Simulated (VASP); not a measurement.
F, 4 atoms in the cell. Symmetry: C2/m, No. 12, monoclinic system. The conventional cell has a = 6.040 Å, b = 3.461 Å, c = 7.291 Å, α = 90.00°, β = 112.50°, γ = 90.00°. Within 2.0 Å of F (site symmetry m) lie 1 F at 1.54 Å. Within 1.8 Å of F (site symmetry m) lie 1 F at 1.36 Å. 

```yaml
Program: VASP 6.6.1
Task: single point
Functional: PBEsol
Potentials_or_basis: VASP PAW PBE potentials, release 64 (F)
Cutoff: 520 eV
k_mesh: 4 × 4 × 2
Occupations: gaussian, width 0.05 eV
Spin: no spin polarisation
Dipole_correction: no
Further_INCAR_settings: ALGO = Normal; EDIFF = 1e-06; NBANDS = 22
```

Potentials or basis: VASP PAW PBE potentials, release 64 (F).

Run with:

```bash
$ cat potpaw_PBE.64/F/POTCAR > POTCAR
$ mpirun -np 1 vasp_std > vasp.out
```

Hardware: 1 thread of Intel(R) Xeon(R) Platinum 8559C (Emerald Rapids), with other jobs on the host.

Question: How long does it take, and how much memory?

Answer: It took 12 s on 1 thread of Intel(R) Xeon(R) Platinum 8559C (Emerald Rapids) (shared host), peak memory 0.18 GiB. Counts: scf iterations 14, k points 14.
